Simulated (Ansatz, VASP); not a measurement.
SrO: VASP beside Ansatz

INCAR

```
SYSTEM = SrO
ALGO = Normal ; EDIFF = 1E-6
ENCUT = 600 ; GGA_COMPAT = .False.
ISIF = 2 ; ISMEAR = 0
LASPH = .True. ; LCHARG = .True.
LELF = .True. ; LREAL = .False.
LVHAR = .True. ; LWAVE = .False.
NBANDS = 15 ; NELM = 120
PREC = Accurate ; SIGMA = 0.1
```

The input KPOINTS:

```
k-points
0
Gamma
  6 6 6
  0 0 0
```

File POSCAR:

```
SrO
1.0
    0.0000000000      2.5650000000      2.5650000000
    2.5650000000      0.0000000000      2.5650000000
    2.5650000000      2.5650000000      0.0000000000
Sr O
1 1
Direct
    0.0000000000      0.0000000000      0.0000000000
    0.5000000000      0.5000000000      0.5000000000
```

Input for Ansatz:

```yaml
crystal:
  lattice:
    - [0.0, 2.565, 2.565]
    - [2.565, 0.0, 2.565]
    - [2.565, 2.565, 0.0]
  atoms:
    - { symbol: Sr, position: [0.0, 0.0, 0.0] }
    - { symbol: O, position: [0.5, 0.5, 0.5] }
basis:
  ecutwfc: 420
kpoints:
  mp_grid: { grid: [6, 6, 6] }
hamiltonian:
  xc: lda
  pseudopotentials: { kind: paw, azcp: { folder: soft_1 } }
scf:
  occupations: { method: gaussian, width: 0.1 }
output:
  forces: true
  stress: true
  eigenvalues: true
```

Alike in both runs: task single point; functional LDA; k mesh 6 × 6 × 6; occupations gaussian, width 0.1 eV; no spin polarisation.

```csv
,VASP,Ansatz
version,VASP 6.6.1,Ansatz 0.2.0
potentials or method,"VASP PAW LDA potentials, release 64 (Sr_sv, O), cutoff 600 eV","scalar-relativistic, plane waves, PAW"
valence electrons in the cell,16,16
```

Ansatz gave:

```
gap on the k mesh at the Fermi level (eV) : 3.15
least direct gap on the mesh (eV)         : 3.22
pressure (GPa)                            : -3.7
```

Task: What did VASP give for the same quantities?

Result: gap on the k mesh at the Fermi level (eV): 3.10; least direct gap on the mesh (eV): 3.17; pressure (GPa): -3.1.

Ansatz warns that its potentials were made for another functional, while VASP's fit it. LDA's correlation is that of Perdew and Zunger in VASP and of Perdew and Wang (1992) in Ansatz.
